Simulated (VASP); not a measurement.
A run of VASP 6.6.1 is set up as follows.

INCAR

```
ALGO = Normal
EDIFF = 1E-7
ENCUT = 520
GGA = RE
ISIF = 2
ISMEAR = -1
LASPH = True
LCHARG = False
LREAL = False
LWAVE = False
NBANDS = 8
NELM = 100
PREC = Accurate
SIGMA = 0.05
```

The input KPOINTS:

```
k-points
0
Gamma
  12 12 12
```

The input POSCAR:

```
Sb
1.0
   -1.5765401831      1.5765401831      2.7119384313
    1.5765401831     -1.5765401831      2.7119384313
    1.5765401831      1.5765401831     -2.7119384313
Sb
1
Direct
    0.0000000000      0.0000000000      0.0000000000
```

Potentials or basis: VASP PAW PBE potentials, release 64 (Sb).

The run is started by

```bash
$ cat potpaw_PBE.64/Sb/POTCAR > POTCAR
$ mpirun -np 1 vasp_std > vasp.out
```

Question: Predict the pressure.

Answer: 2.6 GPa.

Stress tensor (GPa, compression positive):
```
2.88 0.00 0.00
0.00 2.88 0.00
0.00 0.00 1.97
```

Caveat: the PAW data sets were made with another functional, which shifts forces and pressure a little.
